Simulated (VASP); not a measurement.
# GaN: vibrations by perturbation theory with PBEsol

The system is GaN.

```
Ga N
1.0
     3.15599    0.00000    0.00000
    -1.57800    2.73317    0.00000
     0.00000    0.00000    5.14258
Ga N
2 2
Direct
  0.33333 0.66667 0.99924
  0.66667 0.33333 0.49924
  0.33333 0.66667 0.37576
  0.66667 0.33333 0.87576
```

```yaml
Program: VASP 6.6.1
Task: vibrations by perturbation theory
Functional: PBEsol
Potentials_or_basis: VASP PAW PBE potentials, release 64 (Ga_d, N)
Cutoff: 520 eV
k_mesh: 12 × 12 × 6
Occupations: gaussian, width 0.01 eV
Spin: no spin polarisation
Dipole_correction: no
Further_INCAR_settings: ALGO = Normal; EDIFF = 1e-08; NBANDS = 26; IBRION = 8; NSW = 1
```

* Electronic dielectric tensor (diagonal): 5.65, 5.65, 5.84
* Born charges (mean of the diagonal): Ga +2.64; N -2.64 e
* Highest phonon frequency at Γ, LO-TO splitting left out: 699 cm⁻¹

Phonon frequencies in cm⁻¹ (negative: imaginary):
```csv
q point,frequencies
"(0.000, 0.000, 0.000)",0 0 0 136 136 337 539 562 562 572 572 699
```

Electronic dielectric tensor:
```
5.65 0.00 0.00
0.00 5.65 0.00
0.00 0.00 5.84
```

Born effective charge tensors (e):
atom 1, Ga
```
2.59 0.00 0.00
0.00 2.59 0.00
0.00 0.00 2.73
```
atom 2, Ga
```
2.59 0.00 0.00
0.00 2.59 0.00
0.00 0.00 2.73
```
atom 3, N
```
-2.59  0.00  0.00
 0.00 -2.59  0.00
 0.00  0.00 -2.73
```
atom 4, N
```
-2.59  0.00  0.00
 0.00 -2.59  0.00
 0.00  0.00 -2.73
```

It took 21 min on 1 thread of Intel(R) Xeon(R) 6975P-C (Granite Rapids), on a shared host, peak memory 1 GiB.

Caveat: the cell wasn't relaxed at this level first, which shifts response properties.
